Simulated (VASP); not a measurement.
# Cr (Im-3m) in VASP: a series of runs, part 2 of 2

VASP 6.6.1. The steps go on from the part before.

### 6 Single point, BLYP (volume scaled by 0.92)

INCAR reads:

```
SYSTEM = Cr
PREC     = Accurate       ! precision mode
ENCUT    = 520            ! plane-wave cutoff, eV
EDIFF    = 1E-6           ! SCF threshold, eV
ISMEAR   = -1             ! smearing method
SIGMA    = 0.1            ! smearing width, eV
LREAL    = .FALSE.        ! projectors in reciprocal space
LASPH    = .TRUE.         ! aspherical terms in the spheres
NELM     = 60             ! most SCF steps
ALGO     = Normal         ! electronic algorithm
ISIF     = 2              ! what is computed and relaxed
LWAVE    = .FALSE.        ! write WAVECAR
LCHARG   = .TRUE.         ! write CHGCAR
GGA      = B5             ! functional
ALDAX    = 1.0          
AGGAX    = 1.0          
AGGAC    = 1.0          
ALDAC    = 0.0          
LELF     = .TRUE.         ! ELF
LVHAR    = .TRUE.       
NBANDS   = 12             ! bands
```

KPOINTS reads:

```
regular mesh
0
G
  25 25 25
  0 0 0
```

POSCAR reads:

```
Cr
1.0
   -1.4001960492      1.4001960492      1.4001960492
    1.4001960492     -1.4001960492      1.4001960492
    1.4001960492      1.4001960492     -1.4001960492
Cr
1
Direct
    0.0000000000      0.0000000000      0.0000000000
```

Potentials or basis: VASP PAW PBE potentials, release 64 (Cr_pv).

Command:

```console
$ cat potpaw_PBE.64/Cr_pv/POTCAR > POTCAR
$ mpirun -np 1 vasp_std > vasp.out
```

OUTCAR:

```text
SYSTEM = Cr
   PREC = Accurate
   ENCUT = 520
   EDIFF = 1E-6
   ISMEAR = -1
   LREAL = .FALSE.
   LASPH = .TRUE.
   NELM = 60
   ISIF = 2
   GGA = B5

 ion  position               nearest neighbor table
   1  0.000  0.000  0.000-

  LATTYP: Found a body centered cubic cell.
 ALAT       =     2.8003920984

  Lattice vectors:

 A1 = (  -1.4001960492,   1.4001960492,   1.4001960492)
 A2 = (   1.4001960492,  -1.4001960492,   1.4001960492)
 A3 = (   1.4001960492,   1.4001960492,  -1.4001960492)

Analysis of symmetry for initial positions (statically):
=====================================================================
 Subroutine PRICEL returns:
 Original cell was already a primitive cell.

 Routine SETGRP: Setting up the symmetry group for a
 body centered cubic supercell.

 Subroutine GETGRP returns: Found 48 space group operations
 (whereof 48 operations were pure point group operations)
 out of a pool of 48 trial point group operations.

The static configuration has the point symmetry O_h .

Analysis of symmetry for dynamics (positions and initial velocities):
=====================================================================
 Subroutine PRICEL returns:
 Original cell was already a primitive cell.

 Routine SETGRP: Setting up the symmetry group for a
 body centered cubic supercell.

 Subroutine GETGRP returns: Found 48 space group operations
 (whereof 48 operations were pure point group operations)
 out of a pool of 48 trial point group operations.

The dynamic configuration has the point symmetry O_h .

 Subroutine INISYM returns: Found 48 space group operations
 (whereof 48 operations are pure point group operations),
 and found     1 'primitive' translations

----------------------------------------------------------------------------------------

                                     Primitive cell

  volume of cell :      10.9806

  direct lattice vectors                    reciprocal lattice vectors
    -1.400196049  1.400196049  1.400196049     0.000000000  0.357092852  0.357092852
     1.400196049 -1.400196049  1.400196049     0.357092852  0.000000000  0.357092852
     1.400196049  1.400196049 -1.400196049     0.357092852  0.357092852  0.000000000

  length of vectors
     2.425210698  2.425210698  2.425210698     0.505005554  0.505005554  0.505005554

  position of ions in fractional coordinates (direct lattice)
     0.000000000  0.000000000  0.000000000

  ion indices of the primitive-cell ions
   primitive index   ion index
                 1           1

----------------------------------------------------------------------------------------

 KPOINTS: regular mesh

Automatic generation of k-mesh.
 Grid dimensions read from file:
 generate k-points for:   25   25   25

 Generating k-lattice:

  Cartesian coordinates                     Fractional coordinates (reciprocal lattice)
     0.000000000  0.014283714  0.014283714     0.040000000  0.000000000  0.000000000
     0.014283714  0.000000000  0.014283714     0.000000000  0.040000000  0.000000000
     0.014283714  0.014283714  0.000000000     0.000000000  0.000000000  0.040000000

  Length of vectors
     0.020200222  0.020200222  0.020200222

  Shift w.r.t. Gamma in fractional coordinates (k-lattice)
     0.000000000  0.000000000  0.000000000

 Subroutine IBZKPT returns following result:
 ===========================================

 Found    455 irreducible k-points:

 Following reciprocal coordinates:
            Coordinates               Weight
  0.000000  0.000000  0.000000      1.000000
  0.040000  0.000000  0.000000     12.000000
  0.080000  0.000000  0.000000     12.000000
  0.120000  0.000000  0.000000     12.000000
  0.160000  0.000000  0.000000     12.000000
  0.200000  0.000000  0.000000     12.000000
[... 16 lines left out ...]
  0.400000  0.040000  0.000000     48.000000
  0.440000  0.040000  0.000000     48.000000
 [... further k-points ...]
   k-points           NKPTS =    455   k-points in BZ     NKDIM =    455   number of bands    NBANDS=     12
   number of dos      NEDOS =    301   number of ions     NIONS =      1
   total plane-waves  NPLWV =   5832
   dimension x,y,z NGX =    18 NGY =   18 NGZ =   18
   dimension x,y,z NGXF=    36 NGYF=   36 NGZF=   36
   ions per type =               1
   NGX,Y,Z   is equivalent  to a cutoff of  12.34, 12.34, 12.34 a.u.
   NGXF,Y,Z  is equivalent  to a cutoff of  24.68, 24.68, 24.68 a.u.
 SYSTEM =  Cr
   PREC   = accura    normal or accurate (medium, high low for compatibility)
   ISTART =      0    job   : 0-new  1-cont  2-samecut
   ICHARG =      2    charge: 1-file 2-atom 10-const
   ISPIN  =      1    spin polarized calculation?
   LNONCOLLINEAR =      F non collinear calculations
   LSORBIT =      F    spin-orbit coupling
   LASPH  =      T    aspherical Exc in radial PAW
   ENCUT  =  520.0 eV  38.22 Ry    6.18 a.u.   4.51  4.51  4.51*2*pi/ulx,y,z
   NELM   =     60;   NELMIN=  2; NELMDL= -5     # of ELM steps
   EDIFF  = 0.1E-05   stopping-criterion for ELM
   LREAL  =      F    real-space projection
   EDIFFG = 0.1E-04   stopping-criterion for IOM
   NSW    =      0    number of steps for IOM
   IBRION =     -1    ionic relax: 0-MD 1-quasi-New 2-CG
   NFREE  =      0    steps in history (QN), initial steepest desc. (CG)
   ISIF   =      2    stress and relaxation
   ISYM   =      2    0-nonsym 1-usesym 2-fastsym
   POTIM  = 0.5000    time-step for ionic-motion
   TEBEG  =    0.0;   TEEND  =   0.0 temperature during run
   PSTRESS=    0.0 pullay stress
   NELECT =      12.0000    total number of electrons
   NUPDOWN=      -1.0000    fix difference up-down
   EMIN   =  10.00;   EMAX   =-10.00  energy-range for DOS
   EFERMI =   0.00;   METHOD = LEGACY
   ISMEAR =    -1;   SIGMA  =   0.10  broadening in eV -4-tet -1-fermi 0-gaus
   EFERMI_NEDOS =   21; number of points for ismear=-14 and -15
   IALGO  =     38    algorithm
   IMIX   =      4    mixing-type and parameters
     AMIX     =   0.40;   BMIX     =  1.00
     AMIX_MAG =   1.60;   BMIX_MAG =  1.00
  volume/ion in A,a.u.               =      10.98        74.10
  Fermi-wavevector in a.u.,A,eV,Ry     =   1.686267  3.186583 38.688128  2.843497
  Thomas-Fermi vector in A             =   2.768963
   LORBIT       =      0    0 simple, 1 ext, 2 COOP (PROOUT), +10 PAW based schemes
   GGA     = B5    functional components
   LHFCALC =     F    Hartree Fock is set to
   AEXX    =    0.0000 exact exchange contribution
   IVDW    =     0    specifies the selected vdW correction
   LEPSILON=     F    determine dielectric tensor
   LRPA    =     F    only Hartree local field effects (RPA)
 non-spin polarized calculation
  energy-cutoff  :      520.00
  volume of cell :       10.98
 maximum number of plane-waves:       321
 NGX is ok and might be reduce to    18
   NGX =  9   NGY =  9   NGZ =  9

 number of electron      12.0000013 magnetization

 Free energy of the ion-electron system (eV)
  ---------------------------------------------------
  ext. energy  EPLUGINS =         0.00000000
  ---------------------------------------------------
  free energy    TOTEN  =        -8.26637106 eV

  energy without entropy =       -8.24130145  energy(sigma->0) =       -8.25383625

 E-fermi :  12.2034     XC(G=0): -13.3896

 val. band max:       12.2008798138   @ k =  -0.2800   0.3600   0.1600
 cond. band min:      12.2044490415   @ k =   0.1600   0.0400   0.0000
 fundamental gap:      0.0035692278
 Fermi energy:        12.2033574209

 k-point     1 :       0.0000    0.0000    0.0000
  band No.  band energies     occupation
      1     -30.3176      2.00000
      2     -30.3176      2.00000
      3     -30.3176      2.00000
      4       4.3825      2.00000
      5      11.1658      1.99994
      6      11.1658      1.99994
      7      11.1658      1.99994
      8      13.4137      0.00001
      9      13.4137      0.00001
     10      19.0318      0.00000
     11      35.1151      0.00000
     12      35.1151      0.00000

 k-point     2 :       0.0400    0.0000    0.0000
  band No.  band energies     occupation
      1     -30.3356      2.00000
      2     -30.3231      2.00000
      3     -30.3178      2.00000
      4       4.4567      2.00000
      5      11.1365      1.99995
      6      11.1620      1.99994
      7      11.2170      1.99990
      8      13.3793      0.00002
      9      13.4156      0.00001
     10      19.0317      0.00000
     11      34.9698      0.00000
     12      35.1047      0.00000
[... 316 lines left out ...]
 k-point    24 :       0.4400    0.0400    0.0000
  band No.  band energies     occupation
      1     -31.3814      2.00000
      2     -30.6561      2.00000
      3     -30.3328      2.00000
      4       7.6264      2.00000
      5       9.5613      2.00000
      6      13.0655      0.00036
      7      13.4143      0.00001
      8      13.9917      0.00000
      9      15.3102      0.00000
     10      19.0318      0.00000
     11      23.1268      0.00000
     12      29.9427      0.00000

 [... further k-points ...]
[... 5 lines left out ...]
  --------------------------------------------------------------------------------------
  -------------------------------------------------------------------------------------
  Total        1.5955465      1.5955465      1.5955465      0.0000000     -0.0000000     -0.0000000
  in kB      232.8056430    232.8056430    232.8056430      0.0000000     -0.0000000     -0.0000000
  external PRESSURE =     232.8056430 kB  Pullay stress =       0.0000000 kB

 VOLUME and BASIS-vectors are now :
 -----------------------------------------------------------------------------
  energy-cutoff  :      520.00
  volume of cell :       10.98
      direct lattice vectors                 reciprocal lattice vectors
    -1.400196049  1.400196049  1.400196049     0.000000000  0.357092852  0.357092852
     1.400196049 -1.400196049  1.400196049     0.357092852  0.000000000  0.357092852
     1.400196049  1.400196049 -1.400196049     0.357092852  0.357092852  0.000000000

 POSITION                                       TOTAL-FORCE (eV/Angst)
 -----------------------------------------------------------------------------------
      0.00000      0.00000      0.00000         0.000000      0.000000      0.000000
 -----------------------------------------------------------------------------------
    total drift:                                0.000000      0.000000      0.000000

  FREE ENERGIE OF THE ION-ELECTRON SYSTEM (eV)
  ---------------------------------------------------
  free  energy   TOTEN  =        -8.2663710560 eV

  energy  without entropy=       -8.2413014485  energy(sigma->0) =       -8.25383625
```

Wall time 20 s (1 thread of Intel Xeon 6975P-C (Granite Rapids), shared host); peak memory 0.17 GiB.

What came out:

```
Free energy            : -8.2664 eV
Pressure               : 23.3 GPa
Band gap on the k mesh : zero (band 6 reaches 14.72 eV, above the bottom of band 7 at 11.17 eV)
```

Caveat: the PAW data sets were made with another functional, which shifts forces and pressure a little; the run has no spin polarisation, though such a crystal can be magnetic. Spin polarisation is off, so any magnetic state and its effect on volume and gap are missing.

### 7 Summary

| task | cell | k mesh | cutoff (eV) | gap on the mesh (eV) | pressure (GPa) |
| --- | --- | --- | --- | --- | --- |
| single point | a = 2.494 Å, angles 109.5°, 1 atom | 15 × 15 × 15 | 520 | none | -0.2 |
| relaxation of cell and atoms | relaxed from a = 2.498 Å, angles 109.5°, 1 atom | 15 × 15 × 15 | 600 | none | 0.0 |
| single point | a = 2.390 Å, angles 109.5°, 1 atom | 25 × 25 × 25 | 520 | none | 39.5 |
| single point | a = 2.425 Å, angles 109.5°, 1 atom | 25 × 25 × 25 | 520 | none | 23.3 |

Alike in all rows: level BLYP; potentials or basis VASP PAW PBE potentials, release 64 (Cr_pv); no spin polarisation; smearing fermi-dirac 0.1 eV.

Caveats: the PAW data sets were made with another functional, which shifts forces and pressure a little; the run has no spin polarisation, though such a crystal can be magnetic.

Total energies depend on the potentials used, so only differences within one code and one set of settings carry meaning.
